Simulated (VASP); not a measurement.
Input of a VASP 6.6.1 run:

File INCAR:

```
AGGAC = 1.0
AGGAX = 1.0
ALDAC = 0.0
ALDAX = 1.0
ALGO = Normal
EDIFF = 1E-6
ENCUT = 520
GGA = B5
ISIF = 2
ISMEAR = -1
LASPH = T
LCHARG = F
LREAL = F
LWAVE = F
NBANDS = 28
NELM = 100
PREC = Accurate
SIGMA = 0.1
```

File KPOINTS:

```
k-points
0
Gamma
  9 9 14
```

POSCAR

```
Mo
1.0
    4.9209133768      0.0000000000      0.0000000000
   -2.4604566884      4.2616359941      0.0000000000
    0.0000000000      0.0000000000      2.6912902299
Mo
3
Direct
    0.0000000000      1.0000000000      1.0000000000
    0.3333333333      0.6666666667      0.5000000000
    0.6666666667      0.3333333333      0.5000000000
```

Potentials or basis: VASP PAW PBE potentials, release 64 (Mo_sv).

Run with:

```bash
$ cat potpaw_PBE.64/Mo_sv/POTCAR > POTCAR
$ mpirun -np 1 vasp_std > vasp.out
```

Q: What does it give for the band gap on the k mesh?

A: Zero (band 21 reaches 10.94 eV, above the bottom of band 22 at 9.77 eV).

Q: Predict the pressure.

A: -18.3 GPa.

Stress tensor (GPa, compression positive):
```
-17.08   0.00   0.00
  0.00 -17.08   0.00
  0.00   0.00 -20.70
```

Caveat: the PAW data sets were made with another functional, which shifts forces and pressure a little.
